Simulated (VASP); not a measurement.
# NbRu3C (Pm-3m) in VASP: further runs

The runs below take NbRu3C through single point, with PBEsol.

Everything below comes from runs of VASP 6.6.1. Logs are shortened: lines on timing, memory, paths and dates and some standing lists are left out, and cuts for length are marked.

## 1. The cell of the first run

Symmetry: Pm-3m, No. 221, cubic system. The conventional cell has a = 4.009 Å, b = 4.009 Å, c = 4.009 Å, α = 90.00°, β = 90.00°, γ = 90.00°. Within 2.7 Å of Ru (site symmetry 4/mmm) lie 2 C at 2.00 Å. Within 3.7 Å of Nb (site symmetry m-3m) lie 12 Ru at 2.83 Å and 8 C at 3.47 Å. Within 2.7 Å of C (site symmetry m-3m) lie 6 Ru at 2.00 Å.

## 2. Single point, PBEsol

INCAR

```
PREC = Accurate
ENCUT = 520
EDIFF = 1E-6
ISMEAR = -1
SIGMA = 0.05
LREAL = F
LASPH = T
NELM = 100
ALGO = Normal
ISIF = 2
LWAVE = F
LCHARG = F
GGA = PS
NBANDS = 38
```

KPOINTS

```
regular mesh
0
Gamma
  7 7 7
```

POSCAR

```
NbRu3C
1.0
    4.0087269063      0.0000000000      0.0000000000
    0.0000000000      4.0087269063      0.0000000000
    0.0000000000      0.0000000000      4.0087269063
Ru Nb C
3 1 1
Direct
    0.5000000000      0.5000000000      0.0000000000
    0.5000000000      0.0000000000      0.5000000000
    0.0000000000      0.5000000000      0.5000000000
    0.0000000000      0.0000000000      0.0000000000
    0.5000000000      0.5000000000      0.5000000000
```

Potentials or basis: VASP PAW PBE potentials, release 64 (Ru_pv, Nb_sv, C).

Command:

```
$ cat potpaw_PBE.64/Ru_pv/POTCAR potpaw_PBE.64/Nb_sv/POTCAR potpaw_PBE.64/C/POTCAR > POTCAR
$ mpirun -np 1 vasp_std > vasp.out
```

OUTCAR:

```text
PREC = Accurate
   ENCUT = 520
   EDIFF = 1E-6
   ISMEAR = -1
   LREAL = F
   LASPH = T
   NELM = 100
   ISIF = 2
   GGA = PS

 ion  position               nearest neighbor table
   1  0.500  0.500  0.000-   5 2.00   5 2.00   4 2.83   2 2.83   2 2.83   3 2.83   3 2.83   2 2.83
                             4 2.83   2 2.83   3 2.83   4 2.83   3 2.83   4 2.83
   2  0.500  0.000  0.500-   5 2.00   5 2.00   4 2.83   1 2.83   1 2.83   4 2.83   1 2.83   3 2.83
                             3 2.83   1 2.83   3 2.83   4 2.83   4 2.83   3 2.83
   3  0.000  0.500  0.500-   5 2.00   5 2.00   4 2.83   1 2.83   1 2.83   4 2.83   2 2.83   4 2.83
                             4 2.83   1 2.83   2 2.83   2 2.83   1 2.83   2 2.83
   4  0.000  0.000  0.000-   1 2.83   2 2.83   3 2.83   2 2.83   3 2.83   1 2.83   3 2.83   3 2.83
                             1 2.83   2 2.83   2 2.83   1 2.83
   5  0.500  0.500  0.500-   1 2.00   2 2.00   3 2.00   1 2.00   2 2.00   3 2.00

  LATTYP: Found a simple cubic cell.
 ALAT       =     4.0087269063

  Lattice vectors:

 A1 = (   4.0087269063,   0.0000000000,   0.0000000000)
 A2 = (   0.0000000000,   4.0087269063,   0.0000000000)
 A3 = (   0.0000000000,   0.0000000000,   4.0087269063)

Analysis of symmetry for initial positions (statically):
=====================================================================
 Subroutine PRICEL returns:
 Original cell was already a primitive cell.

 Routine SETGRP: Setting up the symmetry group for a
 simple cubic supercell.

 Subroutine GETGRP returns: Found 48 space group operations
 (whereof 48 operations were pure point group operations)
 out of a pool of 48 trial point group operations.

The static configuration has the point symmetry O_h .

Analysis of symmetry for dynamics (positions and initial velocities):
=====================================================================
 Subroutine PRICEL returns:
 Original cell was already a primitive cell.

 Routine SETGRP: Setting up the symmetry group for a
 simple cubic supercell.

 Subroutine GETGRP returns: Found 48 space group operations
 (whereof 48 operations were pure point group operations)
 out of a pool of 48 trial point group operations.

The dynamic configuration has the point symmetry O_h .

 Subroutine INISYM returns: Found 48 space group operations
 (whereof 48 operations are pure point group operations),
 and found     1 'primitive' translations

----------------------------------------------------------------------------------------

                                     Primitive cell

  volume of cell :      64.4198

  direct lattice vectors                    reciprocal lattice vectors
     4.008726906  0.000000000  0.000000000     0.249455756  0.000000000  0.000000000
     0.000000000  4.008726906  0.000000000     0.000000000  0.249455756  0.000000000
     0.000000000  0.000000000  4.008726906     0.000000000  0.000000000  0.249455756

  length of vectors
     4.008726906  4.008726906  4.008726906     0.249455756  0.249455756  0.249455756

  position of ions in fractional coordinates (direct lattice)
     0.500000000  0.500000000  0.000000000
     0.500000000  0.000000000  0.500000000
     0.000000000  0.500000000  0.500000000
     0.000000000  0.000000000  0.000000000
     0.500000000  0.500000000  0.500000000

  ion indices of the primitive-cell ions
   primitive index   ion index
                 1           1
                 2           2
                 3           3
                 4           4
                 5           5

----------------------------------------------------------------------------------------

 KPOINTS: regular mesh

Automatic generation of k-mesh.
 Grid dimensions read from file:
 generate k-points for:    7    7    7

 Generating k-lattice:

  Cartesian coordinates                     Fractional coordinates (reciprocal lattice)
     0.035636537  0.000000000  0.000000000     0.142857143  0.000000000  0.000000000
     0.000000000  0.035636537  0.000000000     0.000000000  0.142857143  0.000000000
     0.000000000  0.000000000  0.035636537     0.000000000  0.000000000  0.142857143

  Length of vectors
     0.035636537  0.035636537  0.035636537

  Shift w.r.t. Gamma in fractional coordinates (k-lattice)
     0.000000000  0.000000000  0.000000000

 Subroutine IBZKPT returns following result:
 ===========================================

 Found     20 irreducible k-points:

 Following reciprocal coordinates:
            Coordinates               Weight
  0.000000  0.000000  0.000000      1.000000
  0.142857  0.000000  0.000000      6.000000
  0.285714  0.000000  0.000000      6.000000
  0.428571  0.000000  0.000000      6.000000
  0.142857  0.142857  0.000000     12.000000
  0.285714  0.142857  0.000000     24.000000
[... 12 lines left out ...]
  0.428571  0.428571  0.285714     24.000000
  0.428571  0.428571  0.428571      8.000000
   k-points           NKPTS =     20   k-points in BZ     NKDIM =     20   number of bands    NBANDS=     38
   number of dos      NEDOS =    301   number of ions     NIONS =      5
   total plane-waves  NPLWV =  27000
   dimension x,y,z NGX =    30 NGY =   30 NGZ =   30
   dimension x,y,z NGXF=    60 NGYF=   60 NGZF=   60
   ions per type =               3   1   1
   NGX,Y,Z   is equivalent  to a cutoff of  12.44, 12.44, 12.44 a.u.
   NGXF,Y,Z  is equivalent  to a cutoff of  24.88, 24.88, 24.88 a.u.
 SYSTEM =  unknown system
   PREC   = accura    normal or accurate (medium, high low for compatibility)
   ISTART =      0    job   : 0-new  1-cont  2-samecut
   ICHARG =      2    charge: 1-file 2-atom 10-const
   ISPIN  =      1    spin polarized calculation?
   LNONCOLLINEAR =      F non collinear calculations
   LSORBIT =      F    spin-orbit coupling
   LASPH  =      T    aspherical Exc in radial PAW
   ENCUT  =  520.0 eV  38.22 Ry    6.18 a.u.   7.45  7.45  7.45*2*pi/ulx,y,z
   NELM   =    100;   NELMIN=  2; NELMDL= -5     # of ELM steps
   EDIFF  = 0.1E-05   stopping-criterion for ELM
   LREAL  =      F    real-space projection
   EDIFFG = 0.1E-04   stopping-criterion for IOM
   NSW    =      0    number of steps for IOM
   IBRION =     -1    ionic relax: 0-MD 1-quasi-New 2-CG
   NFREE  =      0    steps in history (QN), initial steepest desc. (CG)
   ISIF   =      2    stress and relaxation
   ISYM   =      2    0-nonsym 1-usesym 2-fastsym
   POTIM  = 0.5000    time-step for ionic-motion
   TEBEG  =    0.0;   TEEND  =   0.0 temperature during run
   PSTRESS=    0.0 pullay stress
   NELECT =      59.0000    total number of electrons
   NUPDOWN=      -1.0000    fix difference up-down
   EMIN   =  10.00;   EMAX   =-10.00  energy-range for DOS
   EFERMI =   0.00;   METHOD = LEGACY
   ISMEAR =    -1;   SIGMA  =   0.05  broadening in eV -4-tet -1-fermi 0-gaus
   EFERMI_NEDOS =   21; number of points for ismear=-14 and -15
   IALGO  =     38    algorithm
   IMIX   =      4    mixing-type and parameters
     AMIX     =   0.40;   BMIX     =  1.00
     AMIX_MAG =   1.60;   BMIX_MAG =  1.00
  volume/ion in A,a.u.               =      12.88        86.95
  Fermi-wavevector in a.u.,A,eV,Ry     =   1.589836  3.004355 34.389799  2.527579
  Thomas-Fermi vector in A             =   2.688624
   LORBIT       =      0    0 simple, 1 ext, 2 COOP (PROOUT), +10 PAW based schemes
   GGA     = PS    functional components
   LHFCALC =     F    Hartree Fock is set to
   AEXX    =    0.0000 exact exchange contribution
   IVDW    =     0    specifies the selected vdW correction
   LEPSILON=     F    determine dielectric tensor
   LRPA    =     F    only Hartree local field effects (RPA)
 non-spin polarized calculation
  energy-cutoff  :      520.00
  volume of cell :       64.42
 maximum number of plane-waves:      1759
 NGX is ok and might be reduce to    30
   NGX = 15   NGY = 15   NGZ = 15

 number of electron      59.0000013 magnetization

 Free energy of the ion-electron system (eV)
  ---------------------------------------------------
  ext. energy  EPLUGINS =         0.00000000
  ---------------------------------------------------
  free energy    TOTEN  =       -51.43074324 eV

  energy without entropy =      -51.41050134  energy(sigma->0) =      -51.42062229

 E-fermi :  12.6979     XC(G=0): -13.7278

 val. band max:       12.6351443996   @ k =   0.4286   0.1429   0.1429
 cond. band min:      12.7086789446   @ k =   0.4286   0.1429   0.1429
 fundamental gap:      0.0735345450
 Fermi energy:        12.6978813529

 k-point     1 :       0.0000    0.0000    0.0000
  band No.  band energies     occupation
      1     -43.1923      2.00000
      2     -31.1034      2.00000
      3     -31.1034      2.00000
      4     -31.1034      2.00000
      5     -30.3809      2.00000
      6     -30.3809      2.00000
[... 30 lines left out ...]
     37      15.8311      0.00000
     38      17.9916      0.00000

 k-point     2 :       0.1429    0.0000    0.0000
  band No.  band energies     occupation
      1     -43.1924      2.00000
      2     -31.0964      2.00000
      3     -31.0964      2.00000
      4     -31.0911      2.00000
      5     -30.3924      2.00000
      6     -30.3874      2.00000
[... 30 lines left out ...]
     37      15.8187      0.00000
     38      17.6478      0.00000

 k-point     3 :       0.2857    0.0000    0.0000
  band No.  band energies     occupation
      1     -43.1926      2.00000
      2     -31.0802      2.00000
      3     -31.0802      2.00000
      4     -31.0619      2.00000
      5     -30.4248      2.00000
      6     -30.4045      2.00000
[... 30 lines left out ...]
     37      15.7948      0.00000
[... 617 lines left out ...]
 k-point    19 :       0.4286    0.4286    0.2857
  band No.  band energies     occupation
      1     -43.1905      2.00000
      2     -31.3969      2.00000
      3     -30.8710      2.00000
      4     -30.8150      2.00000
      5     -30.6022      2.00000
      6     -30.5690      2.00000
[... 30 lines left out ...]
     37      16.4621      0.00000
     38      17.5360      0.00000

 k-point    20 :       0.4286    0.4286    0.4286
  band No.  band energies     occupation
      1     -43.1897      2.00000
      2     -31.4501      2.00000
      3     -30.8135      2.00000
      4     -30.8135      2.00000
      5     -30.6068      2.00000
      6     -30.6057      2.00000
[... 30 lines left out ...]
     37      15.3845      0.00000
     38      18.2639      0.00000

------------------------ aborting loop because EDIFF is reached ----------------------------------------

  FORCE on cell =-STRESS in cart. coord.  units (eV):
  Direction    XX          YY          ZZ          XY          YZ          ZX
  --------------------------------------------------------------------------------------
  -------------------------------------------------------------------------------------
  Total       -0.0409059     -0.0409059     -0.0409059     -0.0000000     -0.0000000      0.0000000
  in kB       -1.0173665     -1.0173665     -1.0173665     -0.0000000     -0.0000000      0.0000000
  external PRESSURE =      -1.0173665 kB  Pullay stress =       0.0000000 kB

 VOLUME and BASIS-vectors are now :
 -----------------------------------------------------------------------------
  energy-cutoff  :      520.00
  volume of cell :       64.42
      direct lattice vectors                 reciprocal lattice vectors
     4.008726906  0.000000000  0.000000000     0.249455756  0.000000000  0.000000000
     0.000000000  4.008726906  0.000000000     0.000000000  0.249455756  0.000000000
     0.000000000  0.000000000  4.008726906     0.000000000  0.000000000  0.249455756

 POSITION                                       TOTAL-FORCE (eV/Angst)
 -----------------------------------------------------------------------------------
      2.00436      2.00436      0.00000         0.000000      0.000000      0.000000
      2.00436      0.00000      2.00436         0.000000      0.000000      0.000000
      0.00000      2.00436      2.00436         0.000000      0.000000      0.000000
      0.00000      0.00000      0.00000         0.000000      0.000000      0.000000
      2.00436      2.00436      2.00436         0.000000      0.000000      0.000000
 -----------------------------------------------------------------------------------
    total drift:                                0.000000      0.000000     -0.000000

  FREE ENERGIE OF THE ION-ELECTRON SYSTEM (eV)
  ---------------------------------------------------
  free  energy   TOTEN  =       -51.4307432421 eV

  energy  without entropy=      -51.4105013449  energy(sigma->0) =      -51.42062229
```

Wall time 44 s (1 thread of Intel Xeon Platinum 8488C (Sapphire Rapids), shared host); peak memory 0.19 GiB.

Results:

* Free energy: -51.4307 eV
* Pressure: -0.1 GPa

Caveat: the PAW data sets were made with another functional, which shifts forces and pressure a little.

(Part 1 of 2 ends here.)
